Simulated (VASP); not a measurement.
# MgO (Cmc2_1) in VASP: a series of runs, part 2 of 2

VASP 6.6.1. The steps go on from the part before.

## (4) Single point, PBE (mode 4 frozen in at +0.000 Å and mode 5 at -0.220 Å (largest displacements))

Contents of INCAR:

```
  PREC = Accurate
  ENCUT = 520
  EDIFF = 1E-7
  ISMEAR = 0
  SIGMA = 0.05
  LREAL = F
  LASPH = T
  NELM = 100
  ALGO = Normal
  ISIF = 2
  LWAVE = F
  LCHARG = F
  GGA = PE
  NBANDS = 26
```

Contents of KPOINTS:

```
regular mesh
0
Gamma
  9 9 2
```

Contents of POSCAR:

```
MgO
1.0
    3.2805263433      0.0000000000      0.0000000000
   -1.6402631717      2.8410191511      0.0000000000
    0.0000000000      0.0000000000     10.5138967343
Mg O
4 4
Direct
    0.2946148333      0.5892296667      0.9694906392
    0.0269958911      0.0539917822      0.2208211786
   -0.0269958911     -0.0539917822      0.7208211786
    0.7053851667      0.4107703333      0.4694906392
    0.3041311960      0.6082623920      0.7800420079
    0.0354199746      0.0708399493      0.5296443544
   -0.0354199746     -0.0708399493      0.0296443544
    0.6958688040      0.3917376080      0.2800420079
```

Potentials or basis: VASP PAW PBE potentials, release 64 (Mg, O).

Run with:

```
cat potpaw_PBE.64/Mg/POTCAR potpaw_PBE.64/O/POTCAR > POTCAR
mpirun -np 1 vasp_std > vasp.out
```

OUTCAR:

```text
PREC = Accurate
   ENCUT = 520
   EDIFF = 1E-7
   ISMEAR = 0
   LREAL = F
   LASPH = T
   NELM = 100
   ISIF = 2
   GGA = PE

 ion  position               nearest neighbor table
   1  0.295  0.589  0.969-   7 1.98   5 1.99   7 2.01   7 2.01   2 3.05   3 3.19   3 3.25   3 3.25
                             2 3.38   2 3.38
   2  0.027  0.054  0.221-   8 1.98   8 2.00   8 2.00   7 2.04   1 3.05   4 3.19   4 3.25   4 3.25
                             1 3.38   1 3.38
   3  0.973  0.946  0.721-   5 1.98   5 2.00   5 2.00   6 2.04   4 3.05   1 3.19   1 3.25   1 3.25
                             4 3.38   4 3.38
   4  0.705  0.411  0.469-   6 1.98   8 1.99   6 2.01   6 2.01   3 3.05   2 3.19   2 3.25   2 3.25
                             3 3.38   3 3.38
   5  0.304  0.608  0.780-   3 1.98   1 1.99   3 2.00   3 2.00
   6  0.035  0.071  0.530-   4 1.98   4 2.01   4 2.01   3 2.04
   7  0.965  0.929  0.030-   1 1.98   1 2.01   1 2.01   2 2.04
   8  0.696  0.392  0.280-   2 1.98   4 1.99   2 2.00   2 2.00

  LATTYP: Found a hexagonal cell.
 ALAT       =     3.2805263433
 C/A-ratio  =     3.2049420227

  Lattice vectors:

 A1 = (   3.2805263433,   0.0000000000,   0.0000000000)
 A2 = (  -1.6402631717,   2.8410191511,   0.0000000000)
[... 193 lines left out ...]
 cond. band min:       4.1278754751   @ k =   0.0000   0.0000   0.0000
 fundamental gap:      3.2831406186
 Fermi energy:         1.0458100159

 k-point     1 :       0.0000    0.0000    0.0000
  band No.  band energies     occupation
      1     -15.1736      2.00000
      2     -14.8644      2.00000
      3     -14.8435      2.00000
      4     -14.5078      2.00000
      5      -2.2933      2.00000
      6      -1.1163      2.00000
[... 685 lines left out ...]
     25      13.0642      0.00000
     26      13.3497      0.00000

 [... further k-points ...]
[... 5 lines left out ...]
  --------------------------------------------------------------------------------------
  -------------------------------------------------------------------------------------
  Total       -1.5861353      0.4306839     -0.1832876     -0.0000000      0.0000000      0.0000000
  in kB      -25.9339942      7.0418664     -2.9968312     -0.0000000      0.0000000      0.0000000
  external PRESSURE =      -7.2963197 kB  Pullay stress =       0.0000000 kB

 VOLUME and BASIS-vectors are now :
 -----------------------------------------------------------------------------
  energy-cutoff  :      520.00
  volume of cell :       97.99
      direct lattice vectors                 reciprocal lattice vectors
     3.280526343  0.000000000  0.000000000     0.304829133  0.175993182  0.000000000
    -1.640263172  2.841019151  0.000000000     0.000000000  0.351986364  0.000000000
     0.000000000  0.000000000 10.513896734     0.000000000  0.000000000  0.095112214

 POSITION                                       TOTAL-FORCE (eV/Angst)
 -----------------------------------------------------------------------------------
     -0.00000      1.67401     10.19312        -0.000000      0.298418     -0.085800
     -0.00000      0.15339      2.32169         0.000000     -0.209572     -0.062804
      1.64026      2.68763      7.57864        -0.000000      0.209572     -0.062804
      1.64026      1.16701      4.93618         0.000000     -0.298418     -0.085800
     -0.00000      1.72809      8.20128        -0.000000      0.168858      0.035179
     -0.00000      0.20126      5.56863         0.000000     -0.191429      0.113425
      1.64026      2.63976      0.31168        -0.000000      0.191429      0.113425
      1.64026      1.11293      2.94433         0.000000     -0.168858      0.035179
 -----------------------------------------------------------------------------------
    total drift:                                0.000000      0.000000     -0.001732

  FREE ENERGIE OF THE ION-ELECTRON SYSTEM (eV)
  ---------------------------------------------------
  free  energy   TOTEN  =       -46.7647277644 eV

  energy  without entropy=      -46.7647277644  energy(sigma->0) =      -46.76472776
```

stdout:

```text
POSCAR found type information on POSCAR MgO
 POSCAR found :  2 types and       8 ions
 scaLAPACK will be used
 LDA part: xc-table for (Slater+PW92), standard interpolation
 POSCAR, INCAR and KPOINTS ok, starting setup
 FFT: planning ... GRIDC
 FFT: planning ... GRID_SOFT
 FFT: planning ... GRID
 WAVECAR not read
 entering main loop
```

It took 97 s on 1 thread of Intel Xeon 6975P-C, shared host; peak memory 0.26 GiB.

Results:

| Item | Value |
| --- | --- |
| Free energy | -46.7647 eV |
| Pressure | -0.7 GPa |
| Largest force | 0.311 eV/Å |
| Band gap on the k mesh | 3.28 eV, direct |

Forces on the atoms (eV/Å):
```
Mg   0.000  0.298 -0.086
Mg   0.000 -0.210 -0.063
Mg   0.000  0.210 -0.063
Mg   0.000 -0.298 -0.086
O    0.000  0.169  0.035
O    0.000 -0.191  0.113
O    0.000  0.191  0.113
O    0.000 -0.169  0.035
```

Stress tensor (GPa, compression positive):
```
-2.59  0.00  0.00
 0.00  0.70  0.00
 0.00  0.00 -0.30
```

Levels at points of the mesh, in eV from the valence-band top:
```csv
k point,band 14,band 15,band 16,band 17,band 18,band 19
"(0.00, 0.00, 0.00)",-0.25,-0.20,0.00,3.28,5.57,5.73
"(0.00, 0.00, 0.50)",-0.26,-0.22,-0.22,4.11,4.11,7.20
```

Caveat: the cell differs from its parent crystal (mode 4 frozen in at +0.000 Å and mode 5 at -0.220 Å (largest displacements)).
